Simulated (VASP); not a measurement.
Runs of VASP 6.6.1 on Bi. The structure is that of space group P6/mmm (No. 191), or close to it. The cells are those of the table. This isn't the form of Bi at room conditions, which is rhombohedral.

```tsv
cell	gap on the mesh (eV)	pressure (GPa)
a = 5.850, b = 5.850, c = 3.440 Å, angles 90.0, 90.0, 120.0°, 3 atoms	none	-1.7
a = 5.616, b = 5.616, c = 3.303 Å, angles 90.0, 90.0, 120.0°, 3 atoms	none	(b)
a = 5.997, b = 5.997, c = 3.526 Å, angles 90.0, 90.0, 120.0°, 3 atoms	none	(a)
a = 5.774, b = 5.774, c = 3.396 Å, angles 90.0, 90.0, 120.0°, 3 atoms	none	0.1
a = 5.924, b = 5.924, c = 3.484 Å, angles 90.0, 90.0, 120.0°, 3 atoms	none	-3.0
```

Alike in all rows: task single point; level revPBE; potentials or basis VASP PAW PBE potentials, release 64 (Bi_d); no spin polarisation; k mesh 7 × 7 × 11; cutoff (eV) 520; smearing fermi-dirac 0.1 eV.

Problem. Estimate the missing entries.

Solution. (a) -4.1; (b) 4.8.

Caveats: the PAW data sets were made with another functional, which shifts forces and pressure a little; spin-orbit coupling is left out, which moves the levels of the heavy elements; the cell stands under tension (at least some runs); the cell stands under pressure (at least some runs).

A k mesh can miss the band edges, and the runs leave out spin-orbit coupling on Bi.

A gap of «none» marks levels without a gap at the run's occupations.
